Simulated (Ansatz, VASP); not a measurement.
Two plane-wave programs on SnO

File INCAR:

```
SYSTEM = SnO
  PREC = Accurate
  ENCUT = 520
  EDIFF = 1E-7
  ISMEAR = 0
  SIGMA = 0.05
  LREAL = .FALSE.
  LASPH = .TRUE.
  NELM = 100
  ALGO = Normal
  ISIF = 2
  LWAVE = .FALSE.
  LCHARG = .FALSE.
  LDIPOL = .TRUE.
  IDIPOL = 3
  DIPOL = 0.5 0.5 0.415
  GGA = PE
  IVDW = 12
  NBANDS = 50
```

KPOINTS

```
Automatic mesh
0
G
  7 7 1
  0 0 0
```

Contents of POSCAR:

```
SnO
1.0
    3.8201526160      0.0002954389      0.0000000000
   -0.0003145156      3.8201526145      0.0000000000
    0.0000000000      0.0000000000     22.2260756252
Sn O
4 4
Direct
    0.9999453016      0.9999453016      0.2024648920
    0.4999453016      0.4999453016      0.3087831576
    0.4999453016      0.4999453016      0.5202464892
   -0.0000546984     -0.0000546984      0.6265647548
    0.9999461184      0.4999461184      0.2556240248
    0.4999461184      0.9999461184      0.2556240248
    0.4999461184     -0.0000538816      0.5734056220
   -0.0000538816      0.4999461184      0.5734056220
```

Input for Ansatz:

```yaml
crystal:
  lattice:
    - [3.820152616, 0.0002954389, 0.0]
    - [-0.0003145156, 3.8201526145, 0.0]
    - [0.0, 0.0, 22.2260756252]
  atoms:
    - { symbol: Sn, position: [0.9999453016, 0.9999453016, 0.202464892] }
    - { symbol: O, position: [0.9999461184, 0.4999461184, 0.2556240248] }
    - { symbol: O, position: [0.4999461184, 0.9999461184, 0.2556240248] }
    - { symbol: Sn, position: [0.4999453016, 0.4999453016, 0.3087831576] }
    - { symbol: Sn, position: [0.4999453016, 0.4999453016, 0.5202464892] }
    - { symbol: O, position: [0.4999461184, -5.38816e-05, 0.573405622] }
    - { symbol: O, position: [-5.38816e-05, 0.4999461184, 0.573405622] }
    - { symbol: Sn, position: [-5.46984e-05, -5.46984e-05, 0.6265647548] }
basis:
  ecutwfc: 420
kpoints:
  mp_grid: { grid: [7, 7, 1] }
hamiltonian:
  xc: pbe
  pseudopotentials: { kind: paw, azcp: { folder: soft_1 } }
  dispersion: d3bj
scf:
  occupations: { method: gaussian, width: 0.05 }
output:
  forces: true
  eigenvalues: true
efield:
  axis: 3
  dipole_correction: true
  ramp_width: 0.04
```

Alike in both runs: task single point; functional PBE; dispersion D3(BJ); k mesh 7 × 7 × 1; occupations gaussian, width 0.05 eV; no spin polarisation.

|  | VASP | Ansatz |
| --- | --- | --- |
| version | VASP 6.6.1 | Ansatz 0.2.0 |
| potentials or method | VASP PAW PBE potentials, release 64 (Sn_d, O), cutoff 520 eV | scalar-relativistic, plane waves, PAW |
| valence electrons in the cell | 80 | 80 |

```csv
,VASP,Ansatz,Ansatz less VASP
gap on the k mesh at the Fermi level (eV),2.63,2.67,+0.043
least direct gap on the mesh (eV),2.66,2.70,+0.041
rms of the force components (eV/Å),0.042,0.006,-0.0361
```

Ansatz's warnings: structure snapped to symmetry.
